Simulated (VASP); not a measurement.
## Sc3BP2: relaxation of cell and atoms with PBE

Crystal: Sc3BP2.

```
Sc B P
1.0
     6.52579    0.00000    0.00000
    -3.26290    5.65150    0.00000
     0.00000    0.00000    3.52622
Sc B P
3 1 2
Direct
  0.00000 0.50000 0.00000
  0.50000 0.50000 0.00000
  0.50000 0.00000 0.00000
  0.00000 0.00000 0.50000
  0.66667 0.33333 0.50000
  0.33333 0.66667 0.50000
```

The cell was generated, and may not be a known phase.

```
Program                : VASP 6.6.1
Task                   : relaxation of cell and atoms
Functional             : PBE
Potentials or basis    : VASP PAW PBE potentials, release 64 (Sc_sv, B, P)
Cutoff                 : 600 eV
k mesh                 : 6 × 6 × 10
Occupations            : gaussian, width 0.1 eV
Spin                   : no spin polarisation
Dipole correction      : no
Further INCAR settings : ALGO = Normal; EDIFF = 1e-06; IBRION = 2; EDIFFG = -0.01; NSW = 100; ISIF = 3
```

```yaml
Relaxed_volume: 21.84 Å³/atom
Relaxed_cell: a = 6.553 Å, b = 6.553 Å, c = 3.524 Å, α = 90.00°, β = 90.00°, γ = 120.00°
Space_group_after_relaxing_to_0.1_Å: P6/mmm (No. 191)
Energy_gained_by_relaxing: 0.3 meV/atom
Ionic_steps: 5
Pressure_after_relaxing: 0.0 GPa
Band_gap_on_the_k_mesh: zero (bands 23 and 24 overlap by 0.91 eV)
```

The path:
| step | energy change (eV) | largest force (eV/Å) | pressure (GPa) | volume (Å³) |
| --- | --- | --- | --- | --- |
| 1 | 0.0000 | 0.0000 | 0.44 | 130.05 |
| 2 | -0.0013 | 0.0000 | -0.14 | 131.18 |
| 3 | -0.0014 | 0.0000 | -0.04 | 130.99 |
| 4 | -0.0017 | 0.0000 | -0.01 | 131.03 |
| 5 | -0.0017 | 0.0000 | 0.00 | 131.05 |

Final structure:
```xyz
6
Lattice="6.5531 0.0000 0.0000 -3.2766 5.6752 0.0000 0.0000 0.0000 3.5239" Properties=species:S:1:pos:R:3 pbc="T T T"
Sc   -1.6383    2.8376    3.5239
Sc    1.6383    2.8376    3.5239
Sc    0.0000    5.6752    3.5239
B     0.0000    0.0000    1.7619
P     3.2766    1.8917    1.7619
P     0.0000    3.7834    1.7619
```

Levels at points of the mesh, in eV from the Fermi level:
```tsv
k point	band 20	band 21	band 22	band 23	band 24	band 25	band 26	band 27
(0.00, 0.00, 0.00)	-2.53	-1.19	-0.54	-0.08	-0.08	0.95	0.95	1.00
(0.50, 0.00, 0.00)	-2.06	-1.73	-0.90	-0.61	-0.57	0.41	1.50	1.54
(0.00, 0.00, 0.50)	-2.46	-2.46	-1.50	-0.27	-0.27	0.17	0.17	1.91
(0.50, 0.00, 0.50)	-2.54	-2.47	-1.21	0.07	0.66	0.82	0.89	1.09
```

Run time: 6.1 min on 1 thread of Intel(R) Xeon(R) 6975P-C (Granite Rapids) (shared host), peak memory 0.38 GiB.
